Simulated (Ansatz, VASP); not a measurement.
**Two plane-wave programs on Sb2Se3**

```
Sb Se
1.0
     1.93610   -7.12634    0.00000
     1.93610    7.12634    0.00000
     0.00000    0.00000    9.43049
Sb Se
4 6
Direct
  0.00000 0.00000 0.00000
  0.00000 0.00000 0.50000
  0.74660 0.25340 0.75000
  0.25340 0.74660 0.25000
  0.54930 0.45070 0.75000
  0.45070 0.54930 0.25000
  0.65868 0.34132 0.05250
  0.34132 0.65868 0.94750
  0.34132 0.65868 0.55250
  0.65868 0.34132 0.44750
```

Change from the starting cell: species swapped into the Te2Rh3 type (Cmcm, No. 63).

Alike in both runs: functional PBE; k mesh 3 × 3 × 2; occupations gaussian, width 0.15 eV; no spin polarisation.

Ansatz relaxed the structure, and its values are those at the end. VASP's run is a single point on that final structure, the one shown.

|  | VASP | Ansatz |
| --- | --- | --- |
| version | VASP 6.6.1 | Ansatz 0.2.0 |
| potentials or method | VASP PAW PBE potentials, release 64 (Sb, Se), cutoff 500 eV | scalar-relativistic, plane waves, PAW |
| valence electrons in the cell | 56 | 156 |

VASP gave:

```
gap on the k mesh at the Fermi level (eV) : 0.13
least direct gap on the mesh (eV)         : 0.23
pressure (GPa)                            : -0.3
rms of the force components (eV/Å)        : 0.028
```

Task: What did Ansatz give for the same quantities?

Result: gap on the k mesh at the Fermi level (eV): 0.14; least direct gap on the mesh (eV): 0.24; pressure (GPa): -0.2; rms of the force components (eV/Å): 0.027.

The functional is the same, so the differences come from potentials, cutoffs and numerics. VASP's potentials hold 56 valence electrons a cell and Ansatz's 156, so a difference there can come from the potentials and not from the codes.

The k mesh is coarse, so the values compare programs but aren't converged. Neither program's run includes spin-orbit coupling.
